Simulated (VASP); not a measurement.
# ZrIn2S2 (P-3m1) in VASP: a series of runs

ZrIn2S2 is run at these levels: PBE, PBEsol; tasks: single point.

Everything below comes from runs of VASP 6.6.1. Logs are shortened: lines on timing, memory, paths and dates and some standing lists are left out, and cuts for length are marked.

## Step 1: The cell of the first run

It takes space group P-3m1 (No. 164, trigonal). The conventional cell has a = 3.548 Å, b = 3.548 Å, c = 11.205 Å, α = 90.00°, β = 90.00°, γ = 120.00°. Within 3.4 Å of Zr (site symmetry -3m) lie 6 S at 2.58 Å. Within 4.4 Å of In (site symmetry 3m) lie 3 S at 3.35 Å and 9 In at 3.45 to 3.55 Å. S (site symmetry 3m) has 3 Zr at 2.58 Å and 3 In at 3.35 Å within 3.4 Å.

## Step 2: Single point, PBE

Contents of POSCAR:

```
ZrIn2S2
1.0
    3.5477805685      0.0000000000      0.0000000000
   -1.7738902843      3.0724680994      0.0000000000
    0.0000000000      0.0000000000     11.2050491668
Zr In S
1 2 2
Direct
    0.0000000000      0.0000000000      0.0000000000
    0.3333333333      0.6666666667      0.3763203868
    0.6666666667      0.3333333333      0.6236796132
    0.3333333333      0.6666666667      0.8602973296
    0.6666666667      0.3333333333      0.1397026704
```

Contents of INCAR.step1:

```
SYSTEM = ZrIn2S2
ALGO     = Normal         ! electronic algorithm
EDIFF    = 1E-6           ! SCF threshold, eV
ENCUT    = 520            ! plane-wave cutoff, eV
GGA      = PE             ! functional
ISIF     = 2              ! what is computed and relaxed
ISMEAR   = 0              ! smearing method
LASPH    = .TRUE.         ! aspherical terms in the spheres
LCHARG   = .TRUE.         ! write CHGCAR
LMAXMIX  = 4              ! l up to which the mixer works
LREAL    = .FALSE.        ! projectors in reciprocal space
LWAVE    = .FALSE.        ! write WAVECAR
NBANDS   = 33             ! bands
NELM     = 100            ! most SCF steps
PREC     = Accurate       ! precision mode
SIGMA    = 0.1            ! smearing width, eV
```

Contents of KPOINTS.step1:

```
k-points
0
G
  12 12 4
  0 0 0
```

Contents of INCAR.step2:

```
SYSTEM = ZrIn2S2
ALGO     = Normal         ! electronic algorithm
EDIFF    = 1E-6           ! SCF threshold, eV
ENCUT    = 520            ! plane-wave cutoff, eV
GGA      = PE             ! functional
ICHARG   = 11             ! starting density
ISIF     = 2              ! what is computed and relaxed
ISMEAR   = -5             ! smearing method
LASPH    = .TRUE.         ! aspherical terms in the spheres
LCHARG   = .FALSE.        ! write CHGCAR
LMAXMIX  = 4              ! l up to which the mixer works
LORBIT   = 10             ! projections on sites
LREAL    = .FALSE.        ! projectors in reciprocal space
LWAVE    = .FALSE.        ! write WAVECAR
NBANDS   = 33             ! bands
NEDOS    = 1001           ! points of the DOS
NELM     = 100            ! most SCF steps
PREC     = Accurate       ! precision mode
SIGMA    = 0.1            ! smearing width, eV
```

Contents of KPOINTS.step2:

```
k-points
0
G
  18 18 6
  0 0 0
```

Potentials or basis: VASP PAW PBE potentials, release 64 (Zr_sv, In_d, S).

Launch:

```bash
> cat potpaw_PBE.64/Zr_sv/POTCAR potpaw_PBE.64/In_d/POTCAR potpaw_PBE.64/S/POTCAR > POTCAR
> cp INCAR.step1 INCAR
> cp KPOINTS.step1 KPOINTS
> mpirun -np 1 vasp_std > vasp.out
> cp INCAR.step2 INCAR
> cp KPOINTS.step2 KPOINTS
> mpirun -np 1 vasp_std > vasp.out
```

OUTCAR:

```text
SYSTEM = ZrIn2S2
   EDIFF = 1E-6
   ENCUT = 520
   GGA = PE
   ICHARG = 11
   ISIF = 2
   ISMEAR = -5
   LASPH = .TRUE.
   LORBIT = 10
   LREAL = .FALSE.
   NELM = 100
   PREC = Accurate

 ion  position               nearest neighbor table
   1  0.000  0.000  0.000-   4 2.58   5 2.58   5 2.58   4 2.58   5 2.58   4 2.58
   2  0.333  0.667  0.376-   5 3.35   5 3.35   5 3.35   3 3.45   3 3.45   3 3.45
   3  0.667  0.333  0.624-   4 3.35   4 3.35   4 3.35   2 3.45   2 3.45   2 3.45
   4  0.333  0.667  0.860-   1 2.58   1 2.58   1 2.58   3 3.35   3 3.35   3 3.35
   5  0.667  0.333  0.140-   1 2.58   1 2.58   1 2.58   2 3.35   2 3.35   2 3.35

  LATTYP: Found a hexagonal cell.
 ALAT       =     3.5477805685
 C/A-ratio  =     3.1583264383

  Lattice vectors:

 A1 = (   3.5477805685,   0.0000000000,   0.0000000000)
 A2 = (  -1.7738902843,   3.0724680994,   0.0000000000)
 A3 = (   0.0000000000,   0.0000000000,  11.2050491668)

Analysis of symmetry for initial positions (statically):
=====================================================================
 Subroutine PRICEL returns:
 Original cell was already a primitive cell.

 Routine SETGRP: Setting up the symmetry group for a
 hexagonal supercell.

 Subroutine GETGRP returns: Found 12 space group operations
 (whereof 12 operations were pure point group operations)
 out of a pool of 24 trial point group operations.

The static configuration has the point symmetry D_3d.

Analysis of symmetry for dynamics (positions and initial velocities):
=====================================================================
 Subroutine PRICEL returns:
 Original cell was already a primitive cell.

 Routine SETGRP: Setting up the symmetry group for a
 hexagonal supercell.

 Subroutine GETGRP returns: Found 12 space group operations
 (whereof 12 operations were pure point group operations)
 out of a pool of 24 trial point group operations.

The dynamic configuration has the point symmetry D_3d.

 Subroutine INISYM returns: Found 12 space group operations
 (whereof 12 operations are pure point group operations),
 and found     1 'primitive' translations

----------------------------------------------------------------------------------------

                                     Primitive cell

  volume of cell :     122.1400

  direct lattice vectors                    reciprocal lattice vectors
     3.547780568  0.000000000  0.000000000     0.281866361  0.162735620  0.000000000
    -1.773890284  3.072468099  0.000000000     0.000000000  0.325471239  0.000000000
     0.000000000  0.000000000 11.205049167     0.000000000  0.000000000  0.089245481

  length of vectors
     3.547780568  3.547780569 11.205049167     0.325471239  0.325471239  0.089245481

  position of ions in fractional coordinates (direct lattice)
     0.000000000  0.000000000  0.000000000
     0.333333333  0.666666667  0.376320387
     0.666666667  0.333333333  0.623679613
     0.333333333  0.666666667  0.860297330
     0.666666667  0.333333333  0.139702670

  ion indices of the primitive-cell ions
   primitive index   ion index
                 1           1
                 2           2
                 3           3
                 4           4
                 5           5

----------------------------------------------------------------------------------------

 KPOINTS: k-points

Automatic generation of k-mesh.
 Grid dimensions read from file:
 generate k-points for:   18   18    6

 Generating k-lattice:

  Cartesian coordinates                     Fractional coordinates (reciprocal lattice)
     0.015659242  0.009040868  0.000000000     0.055555556  0.000000000  0.000000000
     0.000000000  0.018081736  0.000000000     0.000000000  0.055555556  0.000000000
     0.000000000  0.000000000  0.014874247     0.000000000  0.000000000  0.166666667

  Length of vectors
     0.018081736  0.018081736  0.014874247

  Shift w.r.t. Gamma in fractional coordinates (k-lattice)
     0.000000000  0.000000000  0.000000000

 TETIRR: Found   2825 inequivalent tetrahedra from    11664

 Subroutine IBZKPT returns following result:
 ===========================================

 Found    202 irreducible k-points:

 Following reciprocal coordinates:
            Coordinates               Weight
  0.000000  0.000000  0.000000      1.000000
  0.055556 -0.000000  0.000000      6.000000
  0.111111 -0.000000  0.000000      6.000000
  0.166667 -0.000000  0.000000      6.000000
  0.222222  0.000000  0.000000      6.000000
  0.277778 -0.000000  0.000000      6.000000
[... 16 lines left out ...]
  0.333333  0.111111  0.000000     12.000000
  0.388889  0.111111  0.000000     12.000000
 [... further k-points ...]
   k-points           NKPTS =    202   k-points in BZ     NKDIM =    202   number of bands    NBANDS=     33
   number of dos      NEDOS =   1001   number of ions     NIONS =      5
   total plane-waves  NPLWV =  65856
   dimension x,y,z NGX =    28 NGY =   28 NGZ =   84
   dimension x,y,z NGXF=    56 NGYF=   56 NGZF=  168
   ions per type =               1   2   2
   NGX,Y,Z   is equivalent  to a cutoff of  13.12, 13.12, 12.46 a.u.
   NGXF,Y,Z  is equivalent  to a cutoff of  26.24, 26.24, 24.93 a.u.
 SYSTEM =  ZrIn2S2
   PREC   = accura    normal or accurate (medium, high low for compatibility)
   ISTART =      0    job   : 0-new  1-cont  2-samecut
   ICHARG =     11    charge: 1-file 2-atom 10-const
   ISPIN  =      1    spin polarized calculation?
   LNONCOLLINEAR =      F non collinear calculations
   LSORBIT =      F    spin-orbit coupling
   LASPH  =      T    aspherical Exc in radial PAW
   ENCUT  =  520.0 eV  38.22 Ry    6.18 a.u.   6.60  6.60 20.83*2*pi/ulx,y,z
   NELM   =    100;   NELMIN=  2; NELMDL=  0     # of ELM steps
   EDIFF  = 0.1E-05   stopping-criterion for ELM
   LREAL  =      F    real-space projection
   EDIFFG = 0.1E-04   stopping-criterion for IOM
   NSW    =      0    number of steps for IOM
   IBRION =     -1    ionic relax: 0-MD 1-quasi-New 2-CG
   NFREE  =      0    steps in history (QN), initial steepest desc. (CG)
   ISIF   =      2    stress and relaxation
   ISYM   =      2    0-nonsym 1-usesym 2-fastsym
   POTIM  = 0.5000    time-step for ionic-motion
   TEBEG  =    0.0;   TEEND  =   0.0 temperature during run
   PSTRESS=    0.0 pullay stress
   NELECT =      50.0000    total number of electrons
   NUPDOWN=      -1.0000    fix difference up-down
   EMIN   =  10.00;   EMAX   =-10.00  energy-range for DOS
   EFERMI =   0.00;   METHOD = LEGACY
   ISMEAR =    -5;   SIGMA  =   0.10  broadening in eV -4-tet -1-fermi 0-gaus
   EFERMI_NEDOS =   21; number of points for ismear=-14 and -15
   IALGO  =     38    algorithm
   IMIX   =      4    mixing-type and parameters
     AMIX     =   0.40;   BMIX     =  1.00
     AMIX_MAG =   1.60;   BMIX_MAG =  1.00
  volume/ion in A,a.u.               =      24.43       164.85
  Fermi-wavevector in a.u.,A,eV,Ry     =   1.215567  2.297088 20.104008  1.477603
  Thomas-Fermi vector in A             =   2.350950
   LORBIT       =     10    0 simple, 1 ext, 2 COOP (PROOUT), +10 PAW based schemes
   GGA     = PE    functional components
   LHFCALC =     F    Hartree Fock is set to
   AEXX    =    0.0000 exact exchange contribution
   IVDW    =     0    specifies the selected vdW correction
   LEPSILON=     F    determine dielectric tensor
   LRPA    =     F    only Hartree local field effects (RPA)
 non-spin polarized calculation
 Fermi weights with tetrahedron method with Bloechl corrections
  energy-cutoff  :      520.00
  volume of cell :      122.14
 maximum number of plane-waves:      3334
 NGX is ok and might be reduce to    28

 number of electron      50.0000004 magnetization

 Free energy of the ion-electron system (eV)
  ---------------------------------------------------
  ext. energy  EPLUGINS =         0.00000000
  ---------------------------------------------------
  free energy    TOTEN  =       -26.21601637 eV

  energy without entropy =      -26.21601637  energy(sigma->0) =      -26.21601637

 E-fermi :   6.5761     XC(G=0):  -9.8877

 val. band max:        6.5761967461   @ k =   0.3889   0.1111   0.3333
 cond. band min:       6.5371053056   @ k =  -0.0556   0.5000   0.3333
 fundamental gap:     -0.0390914405
 Fermi energy:         6.5761121018

 k-point     1 :       0.0000    0.0000    0.0000
  band No.  band energies     occupation
      1     -43.0043      2.00000
      2     -21.0877      2.00000
      3     -20.9265      2.00000
      4     -20.9265      2.00000
      5      -8.1658      2.00000
      6      -8.1467      2.00000
[... 25 lines left out ...]
     32      12.1890      0.00000
     33      12.6464      0.00000

 k-point     2 :       0.0556   -0.0000    0.0000
  band No.  band energies     occupation
      1     -43.0034      2.00000
      2     -21.0853      2.00000
      3     -20.9375      2.00000
      4     -20.9288      2.00000
      5      -8.1640      2.00000
      6      -8.1441      2.00000
[... 25 lines left out ...]
     32      12.2617      0.00000
     33      12.8416      0.00000

 k-point     3 :       0.1111   -0.0000    0.0000
  band No.  band energies     occupation
      1     -43.0009      2.00000
      2     -21.0781      2.00000
      3     -20.9689      2.00000
      4     -20.9356      2.00000
      5      -8.1610      2.00000
      6      -8.1370      2.00000
[... 25 lines left out ...]
     32      12.2357      0.00000
     33      12.5464      0.00000

 k-point     4 :       0.1667   -0.0000    0.0000
  band No.  band energies     occupation
      1     -42.9970      2.00000
      2     -21.0674      2.00000
      3     -21.0166      2.00000
      4     -20.9459      2.00000
      5      -8.1622      2.00000
      6      -8.1271      2.00000
[... 673 lines left out ...]
     32      10.5804      0.00000
     33      11.1268      0.00000

 k-point    23 :       0.3333    0.1111    0.0000
  band No.  band energies     occupation
      1     -42.9773      2.00000
      2     -21.2298      2.00000
      3     -21.0204      2.00000
      4     -21.0095      2.00000
      5      -8.1848      2.00000
      6      -8.1463      2.00000
[... 25 lines left out ...]
     32      10.6121      0.00000
     33      11.1517      0.00000

 k-point    24 :       0.3889    0.1111    0.0000
  band No.  band energies     occupation
      1     -42.9749      2.00000
      2     -21.2552      2.00000
      3     -21.0277      2.00000
      4     -21.0040      2.00000
      5      -8.1904      2.00000
      6      -8.1540      2.00000
[... 25 lines left out ...]
     32      10.4122      0.00000
     33      10.9432      0.00000

 [... further k-points ...]
[... 5 lines left out ...]
  --------------------------------------------------------------------------------------
  -------------------------------------------------------------------------------------
  Total        0.1774750      0.1774750     -0.2894633     -0.0000000      0.0000000      0.0000000
  in kB        2.3280371      2.3280371     -3.7970488     -0.0000000      0.0000000      0.0000000
  external PRESSURE =       0.2863418 kB  Pullay stress =       0.0000000 kB

 VOLUME and BASIS-vectors are now :
 -----------------------------------------------------------------------------
  energy-cutoff  :      520.00
  volume of cell :      122.14
      direct lattice vectors                 reciprocal lattice vectors
     3.547780568  0.000000000  0.000000000     0.281866361  0.162735620  0.000000000
    -1.773890284  3.072468099  0.000000000     0.000000000  0.325471239  0.000000000
     0.000000000  0.000000000 11.205049167     0.000000000  0.000000000  0.089245481

 POSITION                                       TOTAL-FORCE (eV/Angst)
 -----------------------------------------------------------------------------------
      0.00000      0.00000      0.00000        -0.000000      0.000000      0.000000
     -0.00000      2.04831      4.21669         0.000000     -0.000000      0.062065
      1.77389      1.02416      6.98836         0.000000      0.000000     -0.062065
     -0.00000      2.04831      9.63967        -0.000000      0.000000     -0.010874
      1.77389      1.02416      1.56538        -0.000000     -0.000000      0.010874
 -----------------------------------------------------------------------------------
    total drift:                               -0.000000      0.000000     -0.000000

  FREE ENERGIE OF THE ION-ELECTRON SYSTEM (eV)
  ---------------------------------------------------
  free  energy   TOTEN  =       -26.2160163732 eV

  energy  without entropy=      -26.2160163732  energy(sigma->0) =      -26.21601637

 total charge

# of ion       s       p       d       tot
------------------------------------------
    1        2.164   6.012   1.531   9.707
    2        1.047   0.355   9.845  11.247
    3        1.047   0.355   9.845  11.247
    4        1.343   2.403   0.000   3.746
    5        1.343   2.403   0.000   3.746
--------------------------------------------------
tot          6.944  11.527  21.221  39.692
```

It took 7 min on 1 thread of Intel Xeon 6975P-C (Granite Rapids), shared host; peak memory 0.79 GiB.

What came out:

- Valence electrons inside the program's atomic spheres: Zr 9.71; In 11.25; S 3.75

Levels at points of the mesh, in eV from the Fermi level:
| k point | band 21 | band 22 | band 23 | band 24 | band 25 | band 26 | band 27 | band 28 | band 29 | band 30 |
| --- | --- | --- | --- | --- | --- | --- | --- | --- | --- | --- |
| (0.00, 0.00, 0.00) | -3.40 | -1.95 | -1.23 | -1.23 | -0.46 | 0.80 | 0.80 | 1.77 | 3.61 | 3.61 |
| (0.50, 0.00, 0.00) | -3.50 | -3.27 | -2.75 | -2.15 | -1.40 | -0.60 | -0.09 | 2.86 | 3.08 | 3.13 |
| (0.00, 0.00, 0.50) | -3.40 | -3.39 | -1.23 | -1.23 | 0.80 | 0.80 | 1.08 | 1.18 | 3.62 | 3.62 |
| (0.50, 0.00, 0.50) | -3.62 | -3.51 | -2.99 | -2.15 | -0.71 | -0.63 | -0.47 | 2.60 | 2.86 | 3.45 |

Caveat: spin-orbit coupling is left out, which moves the levels of the heavy elements.

## Step 3: Single point, PBEsol

POSCAR is that of step 2.

Contents of INCAR.step1:

```
ALGO = Normal
EDIFF = 1E-7
ENCUT = 520
GGA = PS
ISIF = 2
ISMEAR = 0
LASPH = T
LCHARG = T
LMAXMIX = 4
LREAL = F
LWAVE = F
NBANDS = 33
NELM = 60
PREC = Accurate
SIGMA = 0.1
```

Contents of KPOINTS.step1:

```
k-points
0
Gamma
  12 12 4
```

Contents of INCAR.step2:

```
ALGO = Normal
EDIFF = 1E-7
ENCUT = 520
GGA = PS
ICHARG = 11
ISIF = 2
ISMEAR = -5
LASPH = T
LCHARG = F
LMAXMIX = 4
LORBIT = 11
LREAL = F
LWAVE = F
NEDOS = 2001
NELM = 60
PREC = Accurate
SIGMA = 0.1
```

Contents of KPOINTS.step2:

```
k-points
0
Gamma
  18 18 6
```

Potentials or basis: VASP PAW PBE potentials, release 64 (Zr_sv, In_d, S).

Launch:

```bash
> cat potpaw_PBE.64/Zr_sv/POTCAR potpaw_PBE.64/In_d/POTCAR potpaw_PBE.64/S/POTCAR > POTCAR
> cp INCAR.step1 INCAR
> cp KPOINTS.step1 KPOINTS
> mpirun -np 1 vasp_std > vasp.out
> cp INCAR.step2 INCAR
> cp KPOINTS.step2 KPOINTS
> mpirun -np 1 vasp_std > vasp.out
```

Run time: 7.3 min. Hardware: 1 thread of Intel Xeon 6975P-C (Granite Rapids), shared host; peak memory 0.76 GiB.

Results (log left out):

* Valence electrons inside the program's atomic spheres: Zr 9.72; In 11.24; S 3.71

Levels at points of the mesh, in eV from the Fermi level:
| k point | band 21 | band 22 | band 23 | band 24 | band 25 | band 26 | band 27 | band 28 | band 29 | band 30 |
| --- | --- | --- | --- | --- | --- | --- | --- | --- | --- | --- |
| (0.00, 0.00, 0.00) | -3.35 | -1.90 | -1.16 | -1.16 | -0.48 | 0.82 | 0.82 | 1.77 | 3.67 | 3.67 |
| (0.50, 0.00, 0.00) | -3.46 | -3.27 | -2.71 | -2.09 | -1.41 | -0.60 | -0.08 | 2.90 | 3.06 | 3.13 |
| (0.00, 0.00, 0.50) | -3.35 | -3.35 | -1.16 | -1.16 | 0.82 | 0.82 | 1.10 | 1.20 | 3.68 | 3.70 |
| (0.50, 0.00, 0.50) | -3.59 | -3.46 | -2.98 | -2.09 | -0.71 | -0.61 | -0.47 | 2.58 | 2.90 | 3.53 |

Caveat: the PAW data sets were made with another functional, which shifts forces and pressure a little; spin-orbit coupling is left out, which moves the levels of the heavy elements.
